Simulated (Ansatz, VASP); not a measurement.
## MgI2 in VASP and in Ansatz

```xyz
3
Lattice="4.1566 0.0000 0.0000 -2.0783 3.5998 0.0000 0.0000 0.0000 6.8756" Properties=species:S:1:pos:R:3 pbc="T T T"
Mg    0.0000    0.0000    0.0000
I     0.0000    2.3998    1.6678
I     2.0783    1.1999    5.2078
```

Alike in both runs: task single point; functional HSE06; k mesh 6 × 6 × 2; no spin polarisation.

```csv
,VASP,Ansatz
version,VASP 6.6.1,Ansatz 0.2.0
potentials or method,"VASP PAW PBE potentials, release 64 (Mg, I)",plane waves
plane-wave cutoff (eV),520,420
occupations,"gaussian, width 0.01 eV",fixed
valence electrons in the cell,16,44
```

VASP gave:

* gap on the k mesh at the Fermi level (eV): 4.48
* pressure (GPa): 0.3
* traceless stress, the component that is largest in VASP (GPa): 0.11
* rms of the force components (eV/Å): 0.060

Task: Which values does Ansatz return?

Result: gap on the k mesh at the Fermi level (eV): 4.50; pressure (GPa): 0.4; traceless stress, the component that is largest in VASP (GPa): 0.10; rms of the force components (eV/Å): 0.051.

Atom by atom the forces differ by 0.009 eV/Å (rms over components). VASP's potentials hold 16 valence electrons a cell and Ansatz's 44, so a difference there can come from the potentials and not from the codes. Ansatz's warnings: stress exchange threshold loose, stress scf threshold loose.

The k mesh is coarse, so the values compare programs but aren't converged. Neither program's run includes spin-orbit coupling.
